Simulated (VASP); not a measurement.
# CsH (Fm-3m) in VASP: a series of runs, part 3 of 3

VASP 6.6.1. The steps go on from the part before.

## (6) Single point, r2SCAN

This run uses another cell than the first one, of 25.13 Å³/atom.

POSCAR

```
CsH
1.0
    0.0000000000      2.9289582672      2.9289582672
    2.9289582672      0.0000000000      2.9289582672
    2.9289582672      2.9289582672      0.0000000000
Cs H
1 1
Direct
    0.0000000000      0.0000000000      0.0000000000
    0.5000000000      0.5000000000      0.5000000000
```

INCAR.step1

```
PREC = Accurate
ENCUT = 520
ISMEAR = 0
SIGMA = 0.02
LREAL = F
LASPH = T
NELM = 100
NBANDS = 12
GGA = PE
ALGO = Normal
EDIFF = 1E-4
LWAVE = T
LCHARG = F
```

INCAR.step2

```
PREC = Accurate
ENCUT = 520
EDIFF = 1E-7
ISMEAR = 0
SIGMA = 0.02
LREAL = F
LASPH = T
NELM = 100
ALGO = Normal
ISIF = 2
LWAVE = F
LCHARG = T
METAGGA = R2SCAN
LMIXTAU = T
LELF = T
LVHAR = T
NBANDS = 12
ISTART = 1
```

KPOINTS

```
regular mesh
0
Gamma
  8 8 8
```

Potentials or basis: VASP PAW PBE potentials, release 64 (Cs_sv, H).

The run is started by

```console
> cat potpaw_PBE.64/Cs_sv/POTCAR potpaw_PBE.64/H/POTCAR > POTCAR
> cp INCAR.step1 INCAR
> mpirun -np 1 vasp_std > vasp.out
> cp INCAR.step2 INCAR
> mpirun -np 1 vasp_std > vasp.out
```

OUTCAR:

```text
PREC = Accurate
   ENCUT = 520
   EDIFF = 1E-7
   ISMEAR = 0
   LREAL = F
   LASPH = T
   NELM = 100
   ISIF = 2
   METAGGA = R2SCAN
   ISTART = 1

 ion  position               nearest neighbor table
   1  0.000  0.000  0.000-
   2  0.500  0.500  0.500-

  LATTYP: Found a face centered cubic cell.
 ALAT       =     5.8579165344

  Lattice vectors:

 A1 = (   0.0000000000,   2.9289582672,   2.9289582672)
 A2 = (   2.9289582672,   0.0000000000,   2.9289582672)
 A3 = (   2.9289582672,   2.9289582672,   0.0000000000)

Analysis of symmetry for initial positions (statically):
=====================================================================
 Subroutine PRICEL returns:
 Original cell was already a primitive cell.

 Routine SETGRP: Setting up the symmetry group for a
 face centered cubic supercell.

 Subroutine GETGRP returns: Found 48 space group operations
 (whereof 48 operations were pure point group operations)
 out of a pool of 48 trial point group operations.

The static configuration has the point symmetry O_h .

[... 163 lines left out ...]
 cond. band min:       3.5990519499   @ k =   0.5000   0.0000   0.0000
 fundamental gap:      2.2533820911
 Fermi energy:         1.4571735395

 k-point     1 :       0.0000    0.0000    0.0000
  band No.  band energies     occupation
      1     -21.0432      2.00000
      2      -6.7378      2.00000
      3      -6.7378      2.00000
      4      -6.7378      2.00000
      5      -0.8666      2.00000
      6       6.8887      0.00000
      7       6.8887      0.00000
      8       6.8887      0.00000
      9       8.6454      0.00000
     10       9.3206      0.00000
     11       9.3206      0.00000
     12      10.7928      0.00000
[... 331 lines left out ...]
 k-point    24 :      -0.3750    0.2500    0.1250
  band No.  band energies     occupation
      1     -20.7887      2.00000
      2      -8.1676      2.00000
      3      -7.3470      2.00000
      4      -7.0606      2.00000
      5       0.6062      2.00000
      6       4.6297      0.00000
      7       6.3512      0.00000
      8       7.2730      0.00000
      9       9.9239      0.00000
     10      10.1839      0.00000
     11      12.4291      0.00000
     12      12.6617      0.00000

 [... further k-points ...]
[... 5 lines left out ...]
  --------------------------------------------------------------------------------------
  -------------------------------------------------------------------------------------
  Total        1.3019125      1.3019125      1.3019125      0.0000000     -0.0000000      0.0000000
  in kB       41.5071425     41.5071425     41.5071425      0.0000000     -0.0000000      0.0000000
  external PRESSURE =      41.5071425 kB  Pullay stress =       0.0000000 kB

 VOLUME and BASIS-vectors are now :
 -----------------------------------------------------------------------------
  energy-cutoff  :      520.00
  volume of cell :       50.25
      direct lattice vectors                 reciprocal lattice vectors
     0.000000000  2.928958267  2.928958267    -0.170709158  0.170709158  0.170709158
     2.928958267  0.000000000  2.928958267     0.170709158 -0.170709158  0.170709158
     2.928958267  2.928958267  0.000000000     0.170709158  0.170709158 -0.170709158

 POSITION                                       TOTAL-FORCE (eV/Angst)
 -----------------------------------------------------------------------------------
      0.00000      0.00000      0.00000         0.000000      0.000000     -0.000000
      2.92896      2.92896      2.92896         0.000000      0.000000      0.000000
 -----------------------------------------------------------------------------------
    total drift:                                0.000000     -0.000000     -0.000000

  FREE ENERGIE OF THE ION-ELECTRON SYSTEM (eV)
  ---------------------------------------------------
  free  energy   TOTEN  =       -28.8289789737 eV

  energy  without entropy=      -28.8289789737  energy(sigma->0) =      -28.82897897
```

OUTCAR.step1:

```text
PREC = Accurate
   ENCUT = 520
   ISMEAR = 0
   LREAL = F
   LASPH = T
[... 582 lines left out ...]
 -----------------------------------------------------------------------------------
      0.00000      0.00000      0.00000         0.000000     -0.000000      0.000000
      2.92896      2.92896      2.92896        -0.000000      0.000000     -0.000000
 -----------------------------------------------------------------------------------
    total drift:                                0.000000     -0.000000     -0.000000

  FREE ENERGIE OF THE ION-ELECTRON SYSTEM (eV)
  ---------------------------------------------------
  free  energy   TOTEN  =        -4.3663671344 eV

  energy  without entropy=       -4.3663671344  energy(sigma->0) =       -4.36636713
```

Run time: 77 s. Hardware: 1 thread of Intel Xeon Platinum 8375C at 2.90GHz (Ice Lake), shared host; peak memory 0.19 GiB.

Results:

| Quantity | Value |
| --- | --- |
| Free energy | -28.8290 eV |
| Pressure | 4.2 GPa |
| Band gap on the k mesh | 2.25 eV |

Levels at points of the mesh, in eV from the valence-band top:
```
           k point  band 3  band 4  band 5  band 6  band 7  band 8
(0.00, 0.00, 0.00)   -8.08   -8.08   -2.21    5.54    5.54    5.54
(0.50, 0.00, 0.00)   -8.26   -8.26    0.00    2.25    5.00    5.00
(0.50, 0.50, 0.00)   -8.62   -8.62   -2.06    2.82    7.31    9.84
```

Caveat: the cell stands under pressure; the PAW data sets were made with another functional, which shifts forces and pressure a little; spin-orbit coupling is left out, which moves the levels of the heavy elements.

## (7) The runs side by side

| cell | k mesh | gap on the mesh (eV) | pressure (GPa) |
| --- | --- | --- | --- |
| a = 4.376 Å, angles 60.0°, 2 atoms | 6 × 6 × 6 | 2.55 | 1.1 |
| a = 3.827 Å, angles 60.0°, 2 atoms | 8 × 8 × 8 | 1.70 | 12.6 |
| a = 4.713 Å, angles 60.0°, 2 atoms | 6 × 6 × 6 | 2.78 | -1.0 |
| a = 3.335 Å, angles 60.0°, 2 atoms | 10 × 10 × 10 | none | 53.4 |
| a = 4.142 Å, angles 60.0°, 2 atoms | 8 × 8 × 8 | 2.25 | 4.2 |

Alike in all rows: task single point; level r2SCAN; potentials or basis VASP PAW PBE potentials, release 64 (Cs_sv, H); no spin polarisation; cutoff (eV) 520; smearing gaussian 0.02 eV.

Caveats: the PAW data sets were made with another functional, which shifts forces and pressure a little; spin-orbit coupling is left out, which moves the levels of the heavy elements; the cell stands under pressure (at least some runs).

Total energies depend on the potentials used, so only differences within one code and one set of settings carry meaning.

The gap in the log of VASP goes by the Fermi energy; the results here count the filled bands.